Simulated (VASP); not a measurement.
Set up this calculation in VASP 6.6.1, as the native input.

```yaml
Task: single point
Functional: PBE
Potentials_or_basis: VASP PAW PBE potentials, release 64 (K_sv, Zn, F)
Cutoff: 520 eV
k_mesh: 6 × 6 × 6
Occupations: gaussian, width 0.05 eV
Spin: no spin polarisation
Dipole_correction: no
Further_INCAR_settings: ALGO = Normal; EDIFF = 1e-07; NBANDS = 29
```

The structure of KZnF3 lies in POSCAR:

```
KZnF3
1.0
    4.2754521275      0.0000000000      0.0000000000
    0.0000000000      4.2754521275      0.0000000000
    0.0000000000      0.0000000000      3.6341343084
K Zn F
1 1 3
Direct
    0.0000000000      0.0000000000      0.0000000000
    0.5000000000      0.5000000000      0.5000000000
    0.5000000000      0.5000000000      0.0000000000
    0.0000000000      0.5000000000      0.5000000000
    0.5000000000      0.0000000000      0.5000000000
```

This cell differs from its parent crystal: ratio of the length along z to the lengths across it x 0.85, volume and fractional coordinates fixed.

One way to write it, as run:

INCAR

```
PREC = Accurate ; ENCUT = 520
EDIFF = 1E-7 ; ISMEAR = 0
SIGMA = 0.05 ; LREAL = F
LASPH = T ; NELM = 60
ALGO = Normal ; ISIF = 2
LWAVE = F ; LCHARG = F
GGA = PE ; NBANDS = 29
```

KPOINTS

```
Automatic mesh
0
Gamma
  6 6 6
```

Potentials or basis: VASP PAW PBE potentials, release 64 (K_sv, Zn, F).

The run is started by

```bash
$ cat potpaw_PBE.64/K_sv/POTCAR potpaw_PBE.64/Zn/POTCAR potpaw_PBE.64/F/POTCAR > POTCAR
$ mpirun -np 1 vasp_std > vasp.out
```

Results of the run:

```yaml
Pressure: 8.3 GPa
Band_gap_on_the_k_mesh: 3.50 eV (least direct gap 5.58 eV)
```

Caveat: the cell stands under pressure.

It took 91 s on 1 thread of Intel Xeon 8259CL (shared host), peak memory 0.22 GiB.
